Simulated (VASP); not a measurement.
# HfGe3 (Pm-3m) in VASP: further runs

HfGe3 is run at these levels: PBE; tasks: single point.

All numbers are computed with VASP 6.6.1; they aren't measurements. Logs are shortened: lines on timing, memory, paths and dates and some standing lists are left out, and cuts for length are marked.

## 1. The cell of the first run

The structure is cubic, space group Pm-3m (No. 221). The conventional cell has a = 4.189 Å, b = 4.189 Å, c = 4.189 Å, α = 90.00°, β = 90.00°, γ = 90.00°. Hf (site symmetry m-3m) has 12 Ge at 2.96 Å within 3.9 Å. Ge (site symmetry 4/mmm) has 4 Hf at 2.96 Å and 8 Ge at 2.96 Å within 3.9 Å.

## 2. Single point, PBE (18.38 Å³/atom)

INCAR

```
ALGO = Normal
EDIFF = 1E-7
ENCUT = 520
GGA = PE
ISIF = 2
ISMEAR = 0
LASPH = True
LCHARG = True
LELF = True
LREAL = False
LVHAR = True
LWAVE = False
NBANDS = 34
NELM = 80
PREC = Accurate
SIGMA = 0.05
```

KPOINTS

```
k-points
0
Gamma
  8 8 8
```

POSCAR

```
HfGe3
1.0
    4.1893899931      0.0000000000      0.0000000000
    0.0000000000      4.1893899931      0.0000000000
    0.0000000000      0.0000000000      4.1893899931
Hf Ge
1 3
Direct
    0.0000000000      0.0000000000      0.0000000000
    0.0000000000      0.5000000000      0.5000000000
    0.5000000000      0.5000000000      0.0000000000
    0.5000000000      0.0000000000      0.5000000000
```

Potentials or basis: VASP PAW PBE potentials, release 64 (Hf_pv, Ge_d).

The run is started by

```bash
$ cat potpaw_PBE.64/Hf_pv/POTCAR potpaw_PBE.64/Ge_d/POTCAR > POTCAR
$ mpirun -np 1 vasp_std > vasp.out
```

OUTCAR:

```text
EDIFF = 1E-7
   ENCUT = 520
   GGA = PE
   ISIF = 2
   ISMEAR = 0
   LASPH = True
   LREAL = False
   NELM = 80
   PREC = Accurate

 ion  position               nearest neighbor table
   1  0.000  0.000  0.000-   2 2.96   3 2.96   4 2.96   2 2.96   4 2.96   2 2.96   3 2.96   2 2.96
                             3 2.96   4 2.96   4 2.96   3 2.96
   2  0.000  0.500  0.500-   1 2.96   1 2.96   1 2.96   1 2.96
   3  0.500  0.500  0.000-   1 2.96   1 2.96   1 2.96   1 2.96
   4  0.500  0.000  0.500-   1 2.96   1 2.96   1 2.96   1 2.96

  LATTYP: Found a simple cubic cell.
 ALAT       =     4.1893899931

  Lattice vectors:

 A1 = (   4.1893899931,   0.0000000000,   0.0000000000)
 A2 = (   0.0000000000,   4.1893899931,   0.0000000000)
 A3 = (   0.0000000000,   0.0000000000,   4.1893899931)

Analysis of symmetry for initial positions (statically):
=====================================================================
 Subroutine PRICEL returns:
 Original cell was already a primitive cell.

 Routine SETGRP: Setting up the symmetry group for a
 simple cubic supercell.

 Subroutine GETGRP returns: Found 48 space group operations
 (whereof 48 operations were pure point group operations)
 out of a pool of 48 trial point group operations.

The static configuration has the point symmetry O_h .

Analysis of symmetry for dynamics (positions and initial velocities):
=====================================================================
 Subroutine PRICEL returns:
 Original cell was already a primitive cell.

 Routine SETGRP: Setting up the symmetry group for a
 simple cubic supercell.

 Subroutine GETGRP returns: Found 48 space group operations
 (whereof 48 operations were pure point group operations)
 out of a pool of 48 trial point group operations.

The dynamic configuration has the point symmetry O_h .

 Subroutine INISYM returns: Found 48 space group operations
 (whereof 48 operations are pure point group operations),
 and found     1 'primitive' translations

----------------------------------------------------------------------------------------

                                     Primitive cell

  volume of cell :      73.5279

  direct lattice vectors                    reciprocal lattice vectors
     4.189389993  0.000000000  0.000000000     0.238698236  0.000000000  0.000000000
     0.000000000  4.189389993  0.000000000     0.000000000  0.238698236  0.000000000
     0.000000000  0.000000000  4.189389993     0.000000000  0.000000000  0.238698236

  length of vectors
     4.189389993  4.189389993  4.189389993     0.238698236  0.238698236  0.238698236

  position of ions in fractional coordinates (direct lattice)
     0.000000000  0.000000000  0.000000000
     0.000000000  0.500000000  0.500000000
     0.500000000  0.500000000  0.000000000
     0.500000000  0.000000000  0.500000000

  ion indices of the primitive-cell ions
   primitive index   ion index
                 1           1
                 2           2
                 3           3
                 4           4

----------------------------------------------------------------------------------------

 KPOINTS: k-points

Automatic generation of k-mesh.
 Grid dimensions read from file:
 generate k-points for:    8    8    8

 Generating k-lattice:

  Cartesian coordinates                     Fractional coordinates (reciprocal lattice)
     0.029837279  0.000000000  0.000000000     0.125000000  0.000000000  0.000000000
     0.000000000  0.029837279  0.000000000     0.000000000  0.125000000  0.000000000
     0.000000000  0.000000000  0.029837279     0.000000000  0.000000000  0.125000000

  Length of vectors
     0.029837279  0.029837279  0.029837279

  Shift w.r.t. Gamma in fractional coordinates (k-lattice)
     0.000000000  0.000000000  0.000000000

 Subroutine IBZKPT returns following result:
 ===========================================

 Found     35 irreducible k-points:

 Following reciprocal coordinates:
            Coordinates               Weight
  0.000000  0.000000  0.000000      1.000000
  0.125000  0.000000  0.000000      6.000000
  0.250000  0.000000  0.000000      6.000000
  0.375000  0.000000  0.000000      6.000000
  0.500000  0.000000  0.000000      3.000000
  0.125000  0.125000  0.000000     12.000000
[... 16 lines left out ...]
  0.375000  0.375000  0.125000     24.000000
  0.500000  0.375000  0.125000     24.000000
 [... further k-points ...]
   k-points           NKPTS =     35   k-points in BZ     NKDIM =     35   number of bands    NBANDS=     34
   number of dos      NEDOS =    301   number of ions     NIONS =      4
   total plane-waves  NPLWV =  32768
   dimension x,y,z NGX =    32 NGY =   32 NGZ =   32
   dimension x,y,z NGXF=    64 NGYF=   64 NGZF=   64
   ions per type =               1   3
   NGX,Y,Z   is equivalent  to a cutoff of  12.70, 12.70, 12.70 a.u.
   NGXF,Y,Z  is equivalent  to a cutoff of  25.40, 25.40, 25.40 a.u.
 SYSTEM =  unknown system
   PREC   = accura    normal or accurate (medium, high low for compatibility)
   ISTART =      0    job   : 0-new  1-cont  2-samecut
   ICHARG =      2    charge: 1-file 2-atom 10-const
   ISPIN  =      1    spin polarized calculation?
   LNONCOLLINEAR =      F non collinear calculations
   LSORBIT =      F    spin-orbit coupling
   LASPH  =      T    aspherical Exc in radial PAW
   ENCUT  =  520.0 eV  38.22 Ry    6.18 a.u.   7.79  7.79  7.79*2*pi/ulx,y,z
   NELM   =     80;   NELMIN=  2; NELMDL= -5     # of ELM steps
   EDIFF  = 0.1E-06   stopping-criterion for ELM
   LREAL  =      F    real-space projection
   EDIFFG = 0.1E-05   stopping-criterion for IOM
   NSW    =      0    number of steps for IOM
   IBRION =     -1    ionic relax: 0-MD 1-quasi-New 2-CG
   NFREE  =      0    steps in history (QN), initial steepest desc. (CG)
   ISIF   =      2    stress and relaxation
   ISYM   =      2    0-nonsym 1-usesym 2-fastsym
   POTIM  = 0.5000    time-step for ionic-motion
   TEBEG  =    0.0;   TEEND  =   0.0 temperature during run
   PSTRESS=    0.0 pullay stress
   NELECT =      52.0000    total number of electrons
   NUPDOWN=      -1.0000    fix difference up-down
   EMIN   =  10.00;   EMAX   =-10.00  energy-range for DOS
   EFERMI =   0.00;   METHOD = LEGACY
   ISMEAR =     0;   SIGMA  =   0.05  broadening in eV -4-tet -1-fermi 0-gaus
   EFERMI_NEDOS =   21; number of points for ismear=-14 and -15
   IALGO  =     38    algorithm
   IMIX   =      4    mixing-type and parameters
     AMIX     =   0.40;   BMIX     =  1.00
     AMIX_MAG =   1.60;   BMIX_MAG =  1.00
  volume/ion in A,a.u.               =      18.38       124.05
  Fermi-wavevector in a.u.,A,eV,Ry     =   1.458563  2.756284 28.945111  2.127406
  Thomas-Fermi vector in A             =   2.575233
   LORBIT       =      0    0 simple, 1 ext, 2 COOP (PROOUT), +10 PAW based schemes
   GGA     = PE    functional components
   LHFCALC =     F    Hartree Fock is set to
   AEXX    =    0.0000 exact exchange contribution
   IVDW    =     0    specifies the selected vdW correction
   LEPSILON=     F    determine dielectric tensor
   LRPA    =     F    only Hartree local field effects (RPA)
 non-spin polarized calculation
 Gauss-broadening in eV      SIGMA  =   0.05
  energy-cutoff  :      520.00
  volume of cell :       73.53
 maximum number of plane-waves:      2000
 NGX is ok and might be reduce to    32
   NGX = 15   NGY = 15   NGZ = 15

 number of electron      52.0000079 magnetization

 Free energy of the ion-electron system (eV)
  ---------------------------------------------------
  ext. energy  EPLUGINS =         0.00000000
  ---------------------------------------------------
  free energy    TOTEN  =       -23.66434001 eV

  energy without entropy =      -23.66175064  energy(sigma->0) =      -23.66304532

 E-fermi :   7.4459     XC(G=0): -11.6452

 val. band max:        7.4019956826   @ k =   0.1250   0.0000   0.0000
 cond. band min:       7.4597903530   @ k =   0.5000   0.1250   0.1250
 fundamental gap:      0.0577946704
 Fermi energy:         7.4458506950

 k-point     1 :       0.0000    0.0000    0.0000
  band No.  band energies     occupation
      1     -24.3812      2.00000
      2     -24.3812      2.00000
      3     -24.3812      2.00000
      4     -17.5387      2.00000
      5     -17.5255      2.00000
      6     -17.5255      2.00000
[... 26 lines left out ...]
     33       9.3658      0.00000
     34      12.7547      0.00000

 k-point     2 :       0.1250    0.0000    0.0000
  band No.  band energies     occupation
      1     -24.3856      2.00000
      2     -24.3812      2.00000
      3     -24.3812      2.00000
      4     -17.5347      2.00000
      5     -17.5248      2.00000
      6     -17.5197      2.00000
[... 26 lines left out ...]
     33      10.9139      0.00000
     34      12.0324      0.00000

 k-point     3 :       0.2500    0.0000    0.0000
  band No.  band energies     occupation
      1     -24.3962      2.00000
      2     -24.3811      2.00000
      3     -24.3811      2.00000
      4     -17.5237      2.00000
      5     -17.5230      2.00000
      6     -17.5032      2.00000
[... 26 lines left out ...]
     33      10.8087      0.00000
     34      12.0273      0.00000
[... 704 lines left out ...]
 k-point    23 :       0.3750    0.3750    0.1250
  band No.  band energies     occupation
      1     -24.4033      2.00000
      2     -24.4021      2.00000
      3     -24.3840      2.00000
      4     -17.4989      2.00000
      5     -17.4816      2.00000
      6     -17.4772      2.00000
[... 26 lines left out ...]
     33      12.2574      0.00000
     34      12.7711      0.00000

 k-point    24 :       0.5000    0.3750    0.1250
  band No.  band energies     occupation
      1     -24.4064      2.00000
      2     -24.4021      2.00000
      3     -24.3839      2.00000
      4     -17.4922      2.00000
      5     -17.4835      2.00000
      6     -17.4772      2.00000
[... 26 lines left out ...]
     33      12.6769      0.00000
     34      13.5684      0.00000

 [... further k-points ...]

------------------------ aborting loop because EDIFF is reached ----------------------------------------

  FORCE on cell =-STRESS in cart. coord.  units (eV):
  Direction    XX          YY          ZZ          XY          YZ          ZX
  --------------------------------------------------------------------------------------
  -------------------------------------------------------------------------------------
  Total       -0.1389722     -0.1389722     -0.1389722     -0.0000000      0.0000000     -0.0000000
  in kB       -3.0282112     -3.0282112     -3.0282112     -0.0000000      0.0000000     -0.0000000
  external PRESSURE =      -3.0282112 kB  Pullay stress =       0.0000000 kB

 VOLUME and BASIS-vectors are now :
 -----------------------------------------------------------------------------
  energy-cutoff  :      520.00
  volume of cell :       73.53
      direct lattice vectors                 reciprocal lattice vectors
     4.189389993  0.000000000  0.000000000     0.238698236  0.000000000  0.000000000
     0.000000000  4.189389993  0.000000000     0.000000000  0.238698236  0.000000000
     0.000000000  0.000000000  4.189389993     0.000000000  0.000000000  0.238698236

 POSITION                                       TOTAL-FORCE (eV/Angst)
 -----------------------------------------------------------------------------------
      0.00000      0.00000      0.00000         0.000000      0.000000      0.000000
      0.00000      2.09469      2.09469         0.000000      0.000000      0.000000
      2.09469      2.09469      0.00000         0.000000      0.000000      0.000000
      2.09469      0.00000      2.09469         0.000000      0.000000      0.000000
 -----------------------------------------------------------------------------------
    total drift:                                0.000000     -0.000000     -0.000000

  FREE ENERGIE OF THE ION-ELECTRON SYSTEM (eV)
  ---------------------------------------------------
  free  energy   TOTEN  =       -23.6643400071 eV

  energy  without entropy=      -23.6617506377  energy(sigma->0) =      -23.66304532
```

Run time: 50 s. Hardware: 1 thread of Intel Xeon 6975P-C (Granite Rapids), shared host; peak memory 0.22 GiB.

What came out:

- Free energy: -23.6643 eV
- Pressure: -0.3 GPa
- Band gap on the k mesh: zero (bands 26 and 27 overlap by 1.60 eV)

Caveat: spin-orbit coupling is left out, which moves the levels of the heavy elements.

## 3. Single point, PBE

INCAR

```
SYSTEM = HfGe3
PREC = Accurate
ENCUT = 520
EDIFF = 1E-6
ISMEAR = 0
SIGMA = 0.05
LREAL = .FALSE.
LASPH = .TRUE.
NELM = 100
ALGO = Normal
ISIF = 2
LWAVE = .FALSE.
LCHARG = .FALSE.
GGA = PE
NBANDS = 34
```

KPOINTS

```
Automatic mesh
0
G
  8 8 8
  0 0 0
```

POSCAR is that of step 2.

Potentials or basis: VASP PAW PBE potentials, release 64 (Hf_pv, Ge_d).

The run is started by

```bash
$ cat potpaw_PBE.64/Hf_pv/POTCAR potpaw_PBE.64/Ge_d/POTCAR > POTCAR
$ mpirun -np 1 vasp_std > vasp.out
```

Wall time 46 s (1 thread of Intel Xeon 6975P-C (Granite Rapids), shared host); peak memory 0.22 GiB.

It converged, with:

```
Free energy            : -23.6643 eV
Pressure               : -0.3 GPa
Band gap on the k mesh : zero (bands 26 and 27 overlap by 1.60 eV)
```

Levels at points of the mesh, in eV from the Fermi level:
```csv
k point,band 22,band 23,band 24,band 25,band 26,band 27,band 28,band 29,band 30,band 31
"(0.00, 0.00, 0.00)",-3.90,-3.90,-3.90,0.40,0.40,0.40,0.52,1.40,1.40,1.92
"(0.50, 0.00, 0.00)",-3.82,-3.82,-3.25,-0.83,-0.83,-0.77,0.33,0.63,1.93,2.51
"(0.50, 0.50, 0.00)",-6.48,-2.60,-2.60,-1.21,-0.47,0.24,0.24,0.82,1.22,2.77
"(0.50, 0.50, 0.50)",-6.14,-4.74,-4.74,-4.74,-0.69,1.78,1.78,2.91,2.91,2.91
```

Caveat: spin-orbit coupling is left out, which moves the levels of the heavy elements.

The gap in the log of VASP goes by the Fermi energy; the results here count the filled bands.